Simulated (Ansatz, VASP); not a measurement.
SiHC in VASP and in Ansatz

```
Si H C
1.0
     3.26084    0.00000    0.00000
     0.00000    3.26084    0.00000
     0.00000    0.00000    6.23463
Si H C
2 2 2
Cartesian
  0.0000 0.0000 4.6760
  0.0000 0.0000 1.5587
  1.6304 1.6304 0.0000
  1.6304 1.6304 3.1173
  1.6304 0.0000 3.1173
  0.0000 1.6304 0.0000
```

Change from the starting cell: species swapped into the TbCoC type (P4_2/mmc, No. 131).

Alike in both runs: task relaxation of cell and atoms; functional PBE; k mesh 6 × 6 × 4; occupations gaussian, width 0.1 eV; no spin polarisation.

```csv
,VASP,Ansatz
version,VASP 6.6.1,Ansatz 0.2.0
potentials or method,"VASP PAW PBE potentials, release 64 (Si, H, C), cutoff 600 eV","scalar-relativistic, plane waves, PAW"
valence electrons in the cell,18,18
```

Ansatz gave:

| Quantity | Value |
| --- | --- |
| gap on the k mesh at the Fermi level, each at its own relaxed structure (eV) | none |
| relaxed volume (Å³/atom) | 8.12 |
| relaxed length of the cell vector where the two differ most in proportion (Å) | 5.452 |

Q: What did VASP give for the same quantities?

A: gap on the k mesh at the Fermi level, each at its own relaxed structure (eV): none; relaxed volume (Å³/atom): 8.12; relaxed length of the cell vector where the two differ most in proportion (Å): 5.458.

A gap of «none» marks a metal or a gap that the smearing closes.

Noted on VASP's run: the volume moved by over 15 % at a fixed basis, so the end points are rough.
